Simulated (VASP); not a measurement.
# BAs (F-43m) in VASP: notebook, part 2 of 2

VASP 6.6.1.

## 4. Single point, PBE

INCAR reads:

```
PREC = Accurate ; ENCUT = 500
EDIFF = 1E-6 ; ISMEAR = 0
SIGMA = 0.02 ; LREAL = False
LASPH = True ; NELM = 120
ALGO = Normal ; ISIF = 2
LWAVE = False ; LCHARG = True
GGA = PE ; LELF = True
LVHAR = True ; NBANDS = 16
GGA_COMPAT = False
```

KPOINTS reads:

```
Automatic mesh
0
Gamma
  8 6 8
```

POSCAR reads:

```
BAs
1.0
    3.4005398741      0.0000000000      0.0000000000
    0.0000000000      4.8090896753      0.0000000000
    0.0000000000      0.0000000000      3.4005398741
B As
2 2
Direct
    0.0000000000      0.0000000000      0.0000000000
    0.5000000000      0.5000000000      0.4999853000
    0.5000000000      0.2500000000      0.0000000000
    0.0000000000      0.7500000000      0.4999853000
```

Potentials or basis: VASP PAW PBE potentials, release 64 (B, As).

The run is started by

```bash
cat potpaw_PBE.64/B/POTCAR potpaw_PBE.64/As/POTCAR > POTCAR
mpirun -np 1 vasp_std > vasp.out
```

OUTCAR:

```text
PREC = Accurate
   ENCUT = 500
   EDIFF = 1E-6
   ISMEAR = 0
   LREAL = False
   LASPH = True
   NELM = 120
   ISIF = 2
   GGA = PE

 ion  position               nearest neighbor table
   1  0.000  0.000  0.000-   4 2.08   3 2.08   3 2.08   4 2.08
   2  0.500  0.500  0.500-   3 2.08   4 2.08   4 2.08   3 2.08
   3  0.500  0.250  0.000-   2 2.08   1 2.08   1 2.08   2 2.08
   4  0.000  0.750  0.500-   1 2.08   2 2.08   2 2.08   1 2.08

  LATTYP: Found a simple tetragonal cell.
 ALAT       =     3.4005398741
 C/A-ratio  =     1.4142135818

  Lattice vectors:

 A1 = (  -3.4005398741,   0.0000000000,   0.0000000000)
 A2 = (   0.0000000000,   0.0000000000,   3.4005398741)
 A3 = (   0.0000000000,   4.8090896753,   0.0000000000)

Analysis of symmetry for initial positions (statically):
=====================================================================
 Subroutine PRICEL returns:
 Original cell was already a primitive cell.

 Routine SETGRP: Setting up the symmetry group for a
 simple tetragonal supercell.

 Subroutine GETGRP returns: Found  4 space group operations
 (whereof  2 operations were pure point group operations)
 out of a pool of 16 trial point group operations.

The static configuration has the point symmetry C_1h.
 The point group associated with its full space group is C_2v.

Analysis of symmetry for dynamics (positions and initial velocities):
=====================================================================
 Subroutine PRICEL returns:
 Original cell was already a primitive cell.

 Routine SETGRP: Setting up the symmetry group for a
 simple tetragonal supercell.

 Subroutine GETGRP returns: Found  4 space group operations
 (whereof  2 operations were pure point group operations)
 out of a pool of 16 trial point group operations.

The dynamic configuration has the point symmetry C_1h.
 The point group associated with its full space group is C_2v.

 Subroutine INISYM returns: Found  4 space group operations
 (whereof  2 operations are pure point group operations),
 and found     1 'primitive' translations

----------------------------------------------------------------------------------------

                                     Primitive cell

  volume of cell :      55.6107

  direct lattice vectors                    reciprocal lattice vectors
     3.400539874  0.000000000  0.000000000     0.294070953  0.000000000  0.000000000
     0.000000000  4.809089675  0.000000000     0.000000000  0.207939562  0.000000000
     0.000000000  0.000000000  3.400539874     0.000000000  0.000000000  0.294070953

  length of vectors
     3.400539874  4.809089675  3.400539874     0.294070953  0.207939562  0.294070953

  position of ions in fractional coordinates (direct lattice)
     0.000000000  0.000000000  0.000000000
     0.500000000  0.500000000  0.499985300
     0.500000000  0.250000000  0.000000000
     0.000000000  0.750000000  0.499985300

  ion indices of the primitive-cell ions
   primitive index   ion index
                 1           1
                 2           2
[... 25 lines left out ...]
 ===========================================

 Found    100 irreducible k-points:

 Following reciprocal coordinates:
            Coordinates               Weight
  0.000000  0.000000  0.000000      1.000000
  0.125000  0.000000  0.000000      2.000000
  0.000000  0.000000 -0.125000      2.000000
  0.250000  0.000000  0.000000      2.000000
  0.000000  0.000000 -0.250000      2.000000
  0.375000  0.000000  0.000000      2.000000
[... 16 lines left out ...]
  0.000000  0.333333 -0.250000      4.000000
  0.375000  0.333333  0.000000      4.000000
 [... further k-points ...]
   k-points           NKPTS =    100   k-points in BZ     NKDIM =    100   number of bands    NBANDS=     16
   number of dos      NEDOS =    301   number of ions     NIONS =      4
   total plane-waves  NPLWV =  28224
   dimension x,y,z NGX =    28 NGY =   36 NGZ =   28
   dimension x,y,z NGXF=    56 NGYF=   72 NGZF=   56
   ions per type =               2   2
   NGX,Y,Z   is equivalent  to a cutoff of  13.69, 12.44, 13.69 a.u.
   NGXF,Y,Z  is equivalent  to a cutoff of  27.38, 24.89, 27.38 a.u.
 SYSTEM =  unknown system
   PREC   = accura    normal or accurate (medium, high low for compatibility)
   ISTART =      0    job   : 0-new  1-cont  2-samecut
   ICHARG =      2    charge: 1-file 2-atom 10-const
   ISPIN  =      1    spin polarized calculation?
   LNONCOLLINEAR =      F non collinear calculations
   LSORBIT =      F    spin-orbit coupling
   LASPH  =      T    aspherical Exc in radial PAW
   ENCUT  =  500.0 eV  36.75 Ry    6.06 a.u.   6.20  8.77  6.20*2*pi/ulx,y,z
   NELM   =    120;   NELMIN=  2; NELMDL= -5     # of ELM steps
   EDIFF  = 0.1E-05   stopping-criterion for ELM
   LREAL  =      F    real-space projection
   EDIFFG = 0.1E-04   stopping-criterion for IOM
   NSW    =      0    number of steps for IOM
   IBRION =     -1    ionic relax: 0-MD 1-quasi-New 2-CG
   NFREE  =      0    steps in history (QN), initial steepest desc. (CG)
   ISIF   =      2    stress and relaxation
   ISYM   =      2    0-nonsym 1-usesym 2-fastsym
   POTIM  = 0.5000    time-step for ionic-motion
   TEBEG  =    0.0;   TEEND  =   0.0 temperature during run
   PSTRESS=    0.0 pullay stress
   NELECT =      16.0000    total number of electrons
   NUPDOWN=      -1.0000    fix difference up-down
   EMIN   =  10.00;   EMAX   =-10.00  energy-range for DOS
   EFERMI =   0.00;   METHOD = LEGACY
   ISMEAR =     0;   SIGMA  =   0.02  broadening in eV -4-tet -1-fermi 0-gaus
   EFERMI_NEDOS =   21; number of points for ismear=-14 and -15
   IALGO  =     38    algorithm
   IMIX   =      4    mixing-type and parameters
     AMIX     =   0.40;   BMIX     =  1.00
     AMIX_MAG =   1.60;   BMIX_MAG =  1.00
  volume/ion in A,a.u.               =      13.90        93.82
  Fermi-wavevector in a.u.,A,eV,Ry     =   1.080758  2.042337 15.892132  1.168039
  Thomas-Fermi vector in A             =   2.216758
   LORBIT       =      0    0 simple, 1 ext, 2 COOP (PROOUT), +10 PAW based schemes
   GGA     = PE    functional components
   LHFCALC =     F    Hartree Fock is set to
   AEXX    =    0.0000 exact exchange contribution
   IVDW    =     0    specifies the selected vdW correction
   LEPSILON=     F    determine dielectric tensor
   LRPA    =     F    only Hartree local field effects (RPA)
 non-spin polarized calculation
 Gauss-broadening in eV      SIGMA  =   0.02
  energy-cutoff  :      500.00
  volume of cell :       55.61
 maximum number of plane-waves:      1436
 NGX is ok and might be reduce to    28
   NGX = 13   NGY = 17   NGZ = 13

 number of electron      16.0000001 magnetization

 Free energy of the ion-electron system (eV)
  ---------------------------------------------------
  ext. energy  EPLUGINS =         0.00000000
  ---------------------------------------------------
  free energy    TOTEN  =       -22.82533641 eV

  energy without entropy =      -22.82533641  energy(sigma->0) =      -22.82533641

 E-fermi :   6.0260     XC(G=0): -10.4974

 val. band max:        5.9066656943   @ k =   0.0000   0.0000   0.0000
 cond. band min:       7.1107141121   @ k =   0.0000   0.1667   0.0000
 fundamental gap:      1.2040484178
 Fermi energy:         6.0259649547

 k-point     1 :       0.0000    0.0000    0.0000
  band No.  band energies     occupation
      1      -9.3130      2.00000
      2      -5.2282      2.00000
      3      -2.5125      2.00000
      4       1.9098      2.00000
      5       1.9098      2.00000
      6       5.9066      2.00000
[... 433 lines left out ...]
      3      -2.4338      2.00000
      4      -1.2554      2.00000
      5       2.5342      2.00000
      6       3.5556      2.00000
[... 8 lines left out ...]
     15      14.6143      0.00000
     16      14.7175      0.00000

 [... further k-points ...]

------------------------ aborting loop because EDIFF is reached ----------------------------------------

  FORCE on cell =-STRESS in cart. coord.  units (eV):
  Direction    XX          YY          ZZ          XY          YZ          ZX
  --------------------------------------------------------------------------------------
  -------------------------------------------------------------------------------------
  Total        0.2200504      0.2048202      0.2200515      0.0000000      0.0000000      0.0000000
  in kB        6.3397799      5.9009873      6.3398098      0.0000000      0.0000000      0.0000000
  external PRESSURE =       6.1935257 kB  Pullay stress =       0.0000000 kB

 VOLUME and BASIS-vectors are now :
 -----------------------------------------------------------------------------
  energy-cutoff  :      500.00
  volume of cell :       55.61
      direct lattice vectors                 reciprocal lattice vectors
     3.400539874  0.000000000  0.000000000     0.294070953  0.000000000  0.000000000
     0.000000000  4.809089675  0.000000000     0.000000000  0.207939562  0.000000000
     0.000000000  0.000000000  3.400539874     0.000000000  0.000000000  0.294070953

 POSITION                                       TOTAL-FORCE (eV/Angst)
 -----------------------------------------------------------------------------------
      0.00000      0.00000      0.00000         0.000000      0.000000     -0.000586
      1.70027      2.40454      1.70022         0.000000      0.000000      0.000586
      1.70027      1.20227      0.00000         0.000000     -0.000000     -0.000656
      0.00000      3.60682      1.70022         0.000000     -0.000000      0.000656
 -----------------------------------------------------------------------------------
    total drift:                               -0.000000      0.000000     -0.000000

  FREE ENERGIE OF THE ION-ELECTRON SYSTEM (eV)
  ---------------------------------------------------
  free  energy   TOTEN  =       -22.8253364103 eV

  energy  without entropy=      -22.8253364103  energy(sigma->0) =      -22.82533641
```

Wall time 86 s (1 thread of Intel Xeon 8259CL, shared host); peak memory 0.19 GiB.

What came out:

| Quantity | Value |
| --- | --- |
| Free energy | -22.8253 eV |
| Pressure | 0.6 GPa |
| Band gap on the k mesh | 1.20 eV |

A k mesh can miss the band edges.
